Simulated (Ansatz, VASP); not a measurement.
One calculation of Si2W, two programs

File INCAR:

```
SYSTEM = Si2W
  PREC = Accurate
  ENCUT = 520
  EDIFF = 1E-6
  ISMEAR = 0
  SIGMA = 0.15
  LREAL = .False.
  LASPH = .True.
  NELM = 80
  ALGO = Normal
  ISIF = 2
  LWAVE = .False.
  LCHARG = .False.
  GGA = PS
  NBANDS = 43
```

File KPOINTS:

```
Automatic mesh
0
Gamma
  12 12 6
  0 0 0
```

The input POSCAR:

```
Si2W
1.0
    4.4616844367      0.0000000000      0.0000000000
   -2.2308422184      3.8639320658      0.0000000000
    0.0000000000      0.0000000000      6.9334728433
Si W
6 3
Direct
    0.8361793875      0.6723587749      0.5000000000
    0.1638206125      0.8361793875      0.8333333333
    0.6723587749      0.8361793875      0.1666666667
    0.1638206125      0.3276412251      0.5000000000
    0.8361793875      0.1638206125      0.8333333333
    0.3276412251      0.1638206125      0.1666666667
    0.0000000000      0.5000000000      0.1666666667
    0.5000000000      0.5000000000      0.8333333333
    0.5000000000      0.0000000000      0.5000000000
```

Input for Ansatz:

```yaml
crystal:
  lattice:
    - [4.4616844367, 0.0, 0.0]
    - [-2.2308422184, 3.8639320658, 0.0]
    - [0.0, 0.0, 6.9334728433]
  atoms:
    - { symbol: Si, position: [0.8361793875, 0.6723587749, 0.5] }
    - { symbol: Si, position: [0.1638206125, 0.8361793875, 0.8333333333] }
    - { symbol: Si, position: [0.6723587749, 0.8361793875, 0.1666666667] }
    - { symbol: Si, position: [0.1638206125, 0.3276412251, 0.5] }
    - { symbol: Si, position: [0.8361793875, 0.1638206125, 0.8333333333] }
    - { symbol: Si, position: [0.3276412251, 0.1638206125, 0.1666666667] }
    - { symbol: W, position: [0.0, 0.5, 0.1666666667] }
    - { symbol: W, position: [0.5, 0.5, 0.8333333333] }
    - { symbol: W, position: [0.5, 0.0, 0.5] }
basis:
  ecutwfc: 420
kpoints:
  mp_grid: { grid: [12, 12, 6] }
hamiltonian:
  xc: pbesol
scf:
  occupations: { method: gaussian, width: 0.15 }
output:
  forces: true
  stress: true
  eigenvalues: true
  write_density: true
  write_potential: true
  elf: true
  volumetric_format: npy
```

Change from the starting cell: strain -0.025 along x and y, +0.050 along z, atoms carried along.

Alike in both runs: task single point; functional PBEsol; k mesh 12 × 12 × 6; occupations gaussian, width 0.15 eV; no spin polarisation.

```csv
,VASP,Ansatz
version,VASP 6.6.1,Ansatz 0.2.0
potentials or method,"VASP PAW PBE potentials, release 64 (Si, W_sv), cutoff 520 eV","scalar-relativistic, plane waves, PAW"
valence electrons in the cell,66,66
```

|  | VASP | Ansatz | Ansatz less VASP |
| --- | --- | --- | --- |
| gap on the k mesh at the Fermi level (eV) | 0.36 | 0.36 | 0.000 |
| least direct gap on the mesh (eV) | 0.63 | 0.63 | 0.000 |
| pressure (GPa) | 1.8 | 1.5 | -0.35 |
| traceless stress, the component that is largest in VASP (GPa) | -13.03 | -13.00 | +0.031 |
| rms of the force components (eV/Å) | 0.042 | 0.042 | +0.0001 |

VASP's potentials were made for PBE, not for PBEsol. Atom by atom the forces differ by 0.000 eV/Å (rms over components). With one functional, cell and mesh, what is left measures potentials, basis and numerics.

Neither program's run includes spin-orbit coupling.
